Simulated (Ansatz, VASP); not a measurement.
Two plane-wave programs on CaZnBr4

```
Ca Zn Br
1.0
     4.82545   -4.86716    0.00000
     4.82545    4.86716    0.00000
     0.00000    0.00000    4.31859
Ca Zn Br
1 1 4
Direct
  0.50000 0.50000 0.50000
  0.00000 0.00000 0.00000
  0.79590 0.20410 0.50000
  0.30724 0.30724 0.00000
  0.69276 0.69276 0.00000
  0.20410 0.79590 0.50000
```

Change from the starting cell: species swapped into the CaPbI4 type (Cmmm, No. 65).

Alike in both runs: task single point; functional PBE; k mesh 4 × 4 × 4; occupations gaussian, width 0.1 eV; no spin polarisation.

```csv
,VASP,Ansatz
version,VASP 6.6.1,Ansatz 0.2.0
potentials or method,"VASP PAW PBE potentials, release 64 (Ca_sv, Zn, Br), cutoff 500 eV","scalar-relativistic, plane waves, PAW"
valence electrons in the cell,50,50
```

```tsv
	VASP	Ansatz	Ansatz less VASP
gap on the k mesh at the Fermi level (eV)	1.24	1.24	+0.002
least direct gap on the mesh (eV)	1.24	1.24	+0.002
pressure (GPa)	-2.3	-2.3	-0.05
traceless stress, the component that is largest in VASP (GPa)	-0.22	-0.23	-0.013
rms of the force components (eV/Å)	0.511	0.506	-0.0044
```

Atom by atom the forces differ by 0.005 eV/Å (rms over components). The functional is the same, so the differences come from potentials, cutoffs and numerics.
